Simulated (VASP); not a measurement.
Here is a VASP 6.6.1 calculation.

INCAR

```
  ALGO = Normal
  EDIFF = 1E-6
  ENCUT = 500
  GGA = PE
  GGA_COMPAT = F
  ISIF = 2
  ISMEAR = 0
  LASPH = T
  LCHARG = F
  LDAU = T
  LDAUJ = 0 0
  LDAUL = 2 -1
  LDAUPRINT = 1
  LDAUTYPE = 2
  LDAUU = 6 0
  LMAXMIX = 4
  LREAL = F
  LWAVE = F
  NBANDS = 19
  NELM = 200
  PREC = Accurate
  SIGMA = 0.1
```

File KPOINTS:

```
k-points
0
Gamma
  6 6 4
```

POSCAR

```
TiS2
1.0
    3.4120000000      0.0000000000      0.0000000000
   -1.7060000000      2.9548790000      0.0000000000
    0.0000000000      0.0000000000      5.6950000000
Ti S
1 2
Direct
    0.0000000000      0.0000000000      0.0000000000
    0.3333333333      0.6666666667      0.2500000000
    0.6666666667      0.3333333333      0.7500000000
```

Potentials or basis: VASP PAW PBE potentials, release 64 (Ti_sv, S).

The run is started by

```console
$ cat potpaw_PBE.64/Ti_sv/POTCAR potpaw_PBE.64/S/POTCAR > POTCAR
$ mpirun -np 1 vasp_std > vasp.out
```

Q: Estimate the largest force.

A: 0.237 eV/Å.

Q: What does it give for the pressure?

A: 6.2 GPa.

Forces in eV/Å, atoms in the order of the input:
```
Ti   0.000  0.000  0.000
S    0.000  0.000  0.237
S    0.000  0.000 -0.237
```
